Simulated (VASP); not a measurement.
# MoS2 (R3m) in VASP: a series of runs

Aim: see how the results for MoS2 move with the level of theory and the settings. Levels: PBE+D3(BJ), PBE+D3(BJ)+U. Tasks: single point.

Everything below comes from runs of VASP 6.6.1. Logs are shortened: lines on timing, memory, paths and dates and some standing lists are left out, and cuts for length are marked.

## Step 1: The cell of the first run

It takes space group R3m (No. 160, trigonal). Conventional cell: a = 3.160 Å, b = 3.160 Å, c = 18.450 Å, α = 90.00°, β = 90.00°, γ = 120.00°. Within 3.2 Å of Mo (site symmetry 3m) lie 6 S at 2.39 Å and 6 Mo at 3.16 Å. Within 3.2 Å of S (site symmetry 3m) lie 3 Mo at 2.39 Å and 7 S at 3.08 to 3.16 Å. Within 3.2 Å of S (site symmetry 3m) lie 3 Mo at 2.39 Å and 7 S at 3.08 to 3.16 Å.

## Step 2: Single point, PBE+D3(BJ), collinear spin

Input file INCAR:

```
SYSTEM = MoS2
  PREC = Accurate
  ENCUT = 500
  EDIFF = 1E-6
  ISMEAR = 0
  SIGMA = 0.1
  LREAL = .FALSE.
  LASPH = .TRUE.
  NELM = 200
  ALGO = Normal
  ISIF = 2
  LWAVE = .FALSE.
  LCHARG = .FALSE.
  ISPIN = 2
  MAGMOM = 1 0 0
  LORBIT = 11
  LMAXMIX = 4
  GGA = PE
  IVDW = 12
  NBANDS = 24
  GGA_COMPAT = .FALSE.
```

Input file KPOINTS:

```
regular mesh
0
G
  6 6 6
  0 0 0
```

Input file POSCAR:

```
MoS2
1.0
    1.5800000000      0.9122134253      6.1500000000
   -1.5800000000      0.9122134253      6.1500000000
    0.0000000000     -1.8244268506      6.1500000000
Mo S
1 2
Direct
    0.0000000000      0.0000000000      0.0000000000
    0.2500000000      0.2500000000      0.2500000000
    0.4170000000      0.4170000000      0.4170000000
```

Potentials or basis: VASP PAW PBE potentials, release 64 (Mo_sv, S).

Run with:

```sh
cat potpaw_PBE.64/Mo_sv/POTCAR potpaw_PBE.64/S/POTCAR > POTCAR
mpirun -np 1 vasp_std > vasp.out
```

OUTCAR:

```text
SYSTEM = MoS2
   PREC = Accurate
   ENCUT = 500
   EDIFF = 1E-6
   ISMEAR = 0
   LREAL = .FALSE.
   LASPH = .TRUE.
   NELM = 200
   ISIF = 2
   ISPIN = 2
   LORBIT = 11
   GGA = PE
   IVDW = 12
 IVDW          = 12

 ion  position               nearest neighbor table
   1  0.000  0.000  0.000-   2 2.39   2 2.39   2 2.39   3 2.39   3 2.39   3 2.39
   2  0.250  0.250  0.250-   1 2.39   1 2.39   1 2.39
   3  0.417  0.417  0.417-   1 2.39   1 2.39   1 2.39

  LATTYP: Found a trigonal (rhomboedric) cell.
 ALAT       =     6.4149071181
 COS(alpha) =     0.8786713335

  Lattice vectors:

 A1 = (   1.5800000000,   0.9122134253,   6.1500000000)
 A2 = (  -1.5800000000,   0.9122134253,   6.1500000000)
 A3 = (   0.0000000000,  -1.8244268506,   6.1500000000)

Analysis of symmetry for initial positions (statically):
=====================================================================
 Subroutine PRICEL returns:
 Original cell was already a primitive cell.

 Routine SETGRP: Setting up the symmetry group for a
 trigonal (rhombohedral) supercell.

 Subroutine GETGRP returns: Found  6 space group operations
 (whereof  6 operations were pure point group operations)
 out of a pool of 12 trial point group operations.

The static configuration has the point symmetry C_3v.

Analysis of symmetry for dynamics (positions and initial velocities):
=====================================================================
 Subroutine PRICEL returns:
 Original cell was already a primitive cell.

 Routine SETGRP: Setting up the symmetry group for a
 trigonal (rhombohedral) supercell.

 Subroutine GETGRP returns: Found  6 space group operations
 (whereof  6 operations were pure point group operations)
 out of a pool of 12 trial point group operations.

The dynamic configuration has the point symmetry C_3v.

Analysis of structural, dynamic, and magnetic symmetry:
=====================================================================
 Subroutine PRICEL returns:
 Original cell was already a primitive cell.

 Routine SETGRP: Setting up the symmetry group for a
 trigonal (rhombohedral) supercell.

 Subroutine GETGRP returns: Found  6 space group operations
 (whereof  6 operations were pure point group operations)
 out of a pool of 12 trial point group operations.

The overall configuration has the point symmetry C_3v.

 Subroutine INISYM returns: Found  6 space group operations
 (whereof  6 operations are pure point group operations),
 and found     1 'primitive' translations

[... 122 lines left out ...]
   LHFCALC =     F    Hartree Fock is set to
   AEXX    =    0.0000 exact exchange contribution
   IVDW    =    12    specifies the selected vdW correction
   LEPSILON=     F    determine dielectric tensor
   LRPA    =     F    only Hartree local field effects (RPA)
 spin polarized calculation
 Gauss-broadening in eV      SIGMA  =   0.10
  energy-cutoff  :      500.00
  volume of cell :       53.18
 maximum number of plane-waves:      1362
   NGX = 23   NGY = 23   NGZ = 23

 number of electron      25.9999998 magnetization      -0.0000459

 number of electron      25.9999998 magnetization       0.0000730

 Free energy of the ion-electron system (eV)
  ---------------------------------------------------
  ext. energy  EPLUGINS =         0.00000000
  ---------------------------------------------------
  free energy    TOTEN  =       -21.78901701 eV

  energy without entropy =      -21.78901701  energy(sigma->0) =      -21.78901701

 E-fermi :   8.0970     XC(G=0): -10.8262

 val. band max:        7.6555854935   @ k =   0.5000   0.5000   0.5000
 cond. band min:       8.5958679455   @ k =  -0.1667   0.5000   0.1667
 fundamental gap:      0.9402824520
 Fermi energy:         8.0969919291

 spin component 1

 k-point     1 :       0.0000    0.0000    0.0000
  band No.  band energies     occupation
      1     -53.9087      1.00000
      2     -28.0769      1.00000
      3     -27.8460      1.00000
      4     -27.8460      1.00000
      5      -7.4615      1.00000
      6      -5.7417      1.00000
[... 637 lines left out ...]
     23      19.1258      0.00000
     24      20.4081      0.00000

 [... further k-points ...]

 spin component 2

 k-point     1 :       0.0000    0.0000    0.0000
  band No.  band energies     occupation
      1     -53.9088      1.00000
      2     -28.0770      1.00000
      3     -27.8461      1.00000
      4     -27.8461      1.00000
      5      -7.4615      1.00000
      6      -5.7417      1.00000
[... 637 lines left out ...]
     23      19.1258      0.00000
     24      20.4081      0.00000

 [... further k-points ...]

------------------------ aborting loop because EDIFF is reached ----------------------------------------

 Edisp (eV)   -1.28032

 E8    (eV) :    -0.5164

  FORCE on cell =-STRESS in cart. coord.  units (eV):
  Direction    XX          YY          ZZ          XY          YZ          ZX
  --------------------------------------------------------------------------------------
  -------------------------------------------------------------------------------------
  Total       0.14793     0.14793     0.94711     0.00000     0.00000     0.00000
  in kB       4.45646     4.45646    28.53183     0.00000     0.00000     0.00000
  external pressure =       12.48 kB  Pullay stress =        0.00 kB

 VOLUME and BASIS-vectors are now :
 -----------------------------------------------------------------------------
  energy-cutoff  :      500.00
  volume of cell :       53.18
      direct lattice vectors                 reciprocal lattice vectors
     1.580000000  0.912213425  6.150000000     0.316455696  0.182705781  0.054200542
    -1.580000000  0.912213425  6.150000000    -0.316455696  0.182705781  0.054200542
     0.000000000 -1.824426851  6.150000000     0.000000000 -0.365411563  0.054200542

 POSITION                                       TOTAL-FORCE (eV/Angst)
 -----------------------------------------------------------------------------------
      0.00000      0.00000      0.00000         0.000000      0.000000      0.085736
      0.00000      0.00000      4.61250         0.000000      0.000000     -0.515036
      0.00000      0.00000      7.69365         0.000000     -0.000000      0.429300
 -----------------------------------------------------------------------------------
    total drift:                                0.000000     -0.000000      0.000064

  FREE ENERGIE OF THE ION-ELECTRON SYSTEM (eV)
  ---------------------------------------------------
  free  energy   TOTEN  =       -23.0693363806 eV

  energy  without entropy=      -23.0693363806  energy(sigma->0) =      -23.06933638

 total charge

# of ion       s       p       d       tot
------------------------------------------
    1        2.297   6.229   3.984  12.511
    2        1.364   2.353   0.000   3.718
    3        1.365   2.351   0.000   3.715
--------------------------------------------------
tot          5.026  10.933   3.984  19.944

 magnetization (x)

# of ion       s       p       d       tot
------------------------------------------
    1        0.000   0.000   0.000   0.000
    2        0.000  -0.000   0.000  -0.000
    3        0.000  -0.000   0.000  -0.000
--------------------------------------------------
tot          0.000  -0.000   0.000   0.000
```

Run time: 84 s. Hardware: 1 thread of Intel Xeon 6975P-C (Granite Rapids), shared host; peak memory 0.41 GiB.

Results:

```yaml
Free_energy: -23.0693 eV
Pressure: 1.2 GPa
Largest_force: 0.515 eV/Å
Band_gap_on_the_k_mesh: 0.94 eV (least direct gap 1.71 eV)
Net_moment: 0.00 μB per cell
Valence_electrons_inside_the_program's_atomic_spheres: Mo 12.51; S 3.72, 3.71
Dispersion_energy_per_atom: -0.427 eV
```

Forces in eV/Å, atoms in the order of the input:
```
Mo   0.000  0.000  0.086
S    0.000  0.000 -0.515
S    0.000  0.000  0.429
```

Levels at points of the mesh, in eV from the valence-band top:
Spin up:
```
           k point  band 11  band 12  band 13  band 14  band 15  band 16
(0.00, 0.00, 0.00)    -2.34    -1.27    -1.17     2.03     2.03     2.45
(0.50, 0.00, 0.00)    -2.37    -1.67    -1.49     1.59     2.02     3.49
(0.50, 0.50, 0.00)    -2.93    -1.85    -1.32     1.54     2.14     3.03
(0.50, 0.50, 0.50)    -2.31    -2.31     0.00     2.12     2.12     2.31
```
Spin down:
```
           k point  band 9  band 10  band 11  band 12  band 13  band 14  band 15  band 16  band 17  band 18
(0.00, 0.00, 0.00)   -3.47    -2.34    -2.34    -1.27    -1.17     2.03     2.03     2.45     2.45     5.51
(0.50, 0.00, 0.00)   -5.07    -4.06    -2.37    -1.67    -1.49     1.59     2.02     3.49     3.50     5.29
(0.50, 0.50, 0.00)   -4.78    -3.99    -2.93    -1.85    -1.32     1.54     2.14     3.03     3.92     6.02
(0.50, 0.50, 0.50)   -3.48    -3.48    -2.31    -2.31     0.00     2.12     2.12     2.31     2.31     5.60
```

## Step 3: Single point, PBE+D3(BJ)

Input file INCAR:

```
SYSTEM = MoS2
  PREC = Accurate
  ENCUT = 500
  EDIFF = 1E-6
  ISMEAR = 0
  SIGMA = 0.02
  LREAL = .False.
  LASPH = .True.
  NELM = 120
  ALGO = Normal
  ISIF = 2
  LWAVE = .False.
  LCHARG = .False.
  GGA = PE
  IVDW = 12
  NBANDS = 20
  GGA_COMPAT = .False.
```

Input file KPOINTS:

```
Automatic mesh
0
Gamma
  12 12 12
  0 0 0
```

Input file POSCAR:

```
MoS2
1.0
    1.5800000000      0.9122134253      6.1500000000
   -1.5800000000      0.9122134253      6.1500000000
    0.0000000000     -1.8244268506      6.1500000000
Mo S
1 2
Direct
    0.0000889196      0.0000889196      0.0000889196
    0.2486608944      0.2486608944      0.2486608944
    0.4182501860      0.4182501860      0.4182501860
```

Potentials or basis: VASP PAW PBE potentials, release 64 (Mo_sv, S).

Run with:

```sh
cat potpaw_PBE.64/Mo_sv/POTCAR potpaw_PBE.64/S/POTCAR > POTCAR
mpirun -np 1 vasp_std > vasp.out
```

It took 2.9 min on 1 thread of Intel Xeon 6975P-C (Granite Rapids), shared host; peak memory 0.44 GiB.

It converged, with:

| Quantity | Value |
| --- | --- |
| Free energy | -23.0806 eV |
| Pressure | -1.1 GPa |
| Largest force | 0.014 eV/Å |
| Band gap on the k mesh | 0.93 eV (least direct gap 1.75 eV) |
| Dispersion energy per atom | -0.427 eV |

Forces in eV/Å, atoms in the order of the input:
```
Mo   0.000  0.000  0.004
S    0.000  0.000  0.010
S    0.000  0.000 -0.014
```

Stress tensor (GPa, compression positive):
```
-1.00  0.00  0.00
 0.00 -1.00  0.00
 0.00  0.00 -1.33
```

Levels at points of the mesh, in eV from the valence-band top:
| k point | band 10 | band 11 | band 12 | band 13 | band 14 | band 15 | band 16 | band 17 |
| --- | --- | --- | --- | --- | --- | --- | --- | --- |
| (0.00, 0.00, 0.00) | -2.17 | -2.17 | -1.22 | -1.18 | 2.08 | 2.08 | 2.44 | 2.44 |
| (0.50, 0.00, 0.00) | -3.89 | -2.35 | -1.52 | -1.43 | 1.68 | 2.06 | 3.45 | 3.51 |
| (0.50, 0.50, 0.00) | -3.81 | -2.93 | -1.73 | -1.26 | 1.63 | 2.20 | 3.03 | 3.89 |
| (0.50, 0.50, 0.50) | -3.28 | -2.13 | -2.13 | 0.00 | 2.18 | 2.18 | 2.30 | 2.30 |

A k mesh can miss the band edges.

## Step 4: Single point, PBE+D3(BJ)+U

This run uses another cell than the first one, of 16.18 Å³/atom.

Input file INCAR:

```
PREC = Accurate
ENCUT = 500
EDIFF = 1E-6
ISMEAR = 0
SIGMA = 0.02
LREAL = F
LASPH = T
NELM = 200
ALGO = Normal
ISIF = 2
LWAVE = F
LCHARG = F
LMAXMIX = 4
LDAU = T
LDAUTYPE = 2
LDAUL = 2 -1
LDAUU = 5 0
LDAUJ = 0 0
LDAUPRINT = 1
GGA = PE
IVDW = 12
NBANDS = 20
GGA_COMPAT = F
```

Input file KPOINTS:

```
regular mesh
0
Gamma
  12 12 12
```

Input file POSCAR:

```
MoS2
1.0
    1.5620666835      0.9018596202      5.7415053204
   -1.5620666835      0.9018596202      5.7415053204
    0.0000000000     -1.8037192404      5.7415053204
Mo S
1 2
Direct
    0.0000492343      0.0000492343      0.0000492343
    0.2427180768      0.2427180768      0.2427180768
    0.4242326890      0.4242326890      0.4242326890
```

Run with:

```sh
cat potpaw_PBE.64/Mo_sv/POTCAR potpaw_PBE.64/S/POTCAR > POTCAR
mpirun -np 1 vasp_std > vasp.out
```

Run time: 2.9 min. Hardware: 1 thread of Intel Xeon 6975P-C (Granite Rapids), shared host; peak memory 0.42 GiB.

Results (log left out):

* Free energy: -17.0543 eV
* Pressure: 7.3 GPa
* Largest force: 0.336 eV/Å
* Band gap on the k mesh: 0.60 eV (least direct gap 1.74 eV)
* Dispersion energy per atom: -0.470 eV

Forces in eV/Å, atoms in the order of the input:
```
Mo   0.000  0.000 -0.003
S    0.000  0.000 -0.333
S    0.000  0.000  0.336
```

Stress tensor (GPa, compression positive):
```
7.16 0.00 0.00
0.00 7.16 0.00
0.00 0.00 7.64
```

Levels at points of the mesh, in eV from the valence-band top:
```csv
k point,band 10,band 11,band 12,band 13,band 14,band 15,band 16,band 17
"(0.00, 0.00, 0.00)",-2.38,-2.38,-1.67,-0.89,1.81,1.81,2.32,2.32
"(0.50, 0.00, 0.00)",-4.23,-2.53,-1.85,-1.71,1.62,1.83,3.07,3.48
"(0.50, 0.50, 0.00)",-4.02,-3.44,-2.19,-1.64,1.52,2.04,2.84,3.99
"(0.50, 0.50, 0.50)",-3.56,-2.30,-2.30,0.00,1.93,1.93,2.10,2.10
```

Eigenvalues of the final occupation matrices:
| site | spin | trace | eigenvalues |
| --- | --- | --- | --- |
| site 1 d | 1 | 1.97 | 0.38 0.38 0.39 0.39 0.43 |
| site 1 d | 2 | 1.97 | 0.38 0.38 0.39 0.39 0.43 |

Caveat: the cell stands under pressure.

## Step 5: Overview

```csv
level,spin,U,cell,k mesh,smearing,gap on the mesh (eV),pressure (GPa),largest force (eV/Å)
PBE+D3(BJ),collinear,-,"a = 6.415 Å, angles 28.5°, 3 atoms, atomic positions A",6 × 6 × 6,gaussian 0.1 eV,0.94,1.2,0.52
PBE+D3(BJ),off,-,"a = 6.415 Å, angles 28.5°, 3 atoms, atomic positions B",12 × 12 × 12,gaussian 0.02 eV,0.93,-1.1,0.01
PBE+D3(BJ)+U,off,Mo d U = 5.0 eV,"a = 6.018 Å, angles 30.1°, 3 atoms, atomic positions C",12 × 12 × 12,gaussian 0.02 eV,0.60,7.3,0.34
```

Alike in all rows: task single point; potentials or basis VASP PAW PBE potentials, release 64 (Mo_sv, S); cutoff (eV) 500.

Caveats: the cell stands under pressure (at least some runs).

Total energies depend on the potentials used, so only differences within one code and one set of settings carry meaning.
